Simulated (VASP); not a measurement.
## Ti: single point with PBEsol

Ti:

```xyz
2
Lattice="2.9500 0.0000 0.0000 -1.4750 2.5548 0.0000 0.0000 0.0000 4.6800" Properties=species:S:1:pos:R:3 pbc="T T T"
Ti    0.0000    1.7032    1.1700
Ti    1.4750    0.8516    3.5100
```

* Program: VASP 6.6.1
* Task: single point
* Functional: PBEsol
* Potentials or basis: VASP PAW PBE potentials, release 64 (Ti_sv)
* Cutoff: 520 eV
* k mesh: 11 × 11 × 6
* Occupations: fermi-dirac, width 0.1 eV
* Spin: no spin polarisation

```json
{
  "Pressure": "-5.8 GPa",
  "Band gap on the k mesh": "zero (band 12 reaches 8.82 eV, above the bottom of band 13 at 7.82 eV)"
}
```

Stress tensor (GPa, compression positive):
```
-5.65  0.00  0.00
 0.00 -5.65  0.00
 0.00  0.00 -6.02
```

Levels at points of the mesh, in eV from the Fermi level:
| k point | band 8 | band 9 | band 10 | band 11 | band 12 | band 13 | band 14 | band 15 | band 16 | band 17 |
| --- | --- | --- | --- | --- | --- | --- | --- | --- | --- | --- |
| (0.00, 0.00, 0.00) | -32.58 | -6.15 | -2.63 | 0.75 | 0.79 | 0.79 | 0.90 | 1.27 | 1.27 | 1.63 |
| (0.00, 0.00, 0.50) | -32.63 | -4.32 | -4.32 | 0.11 | 0.11 | 0.70 | 0.70 | 0.70 | 0.70 | 2.78 |

Wall time 20 s on 1 thread of Intel(R) Xeon(R) Platinum 8488C (Sapphire Rapids), with other jobs on the host, peak memory 0.17 GiB.

Caveat: the PAW data sets were made with another functional, which shifts forces and pressure a little.
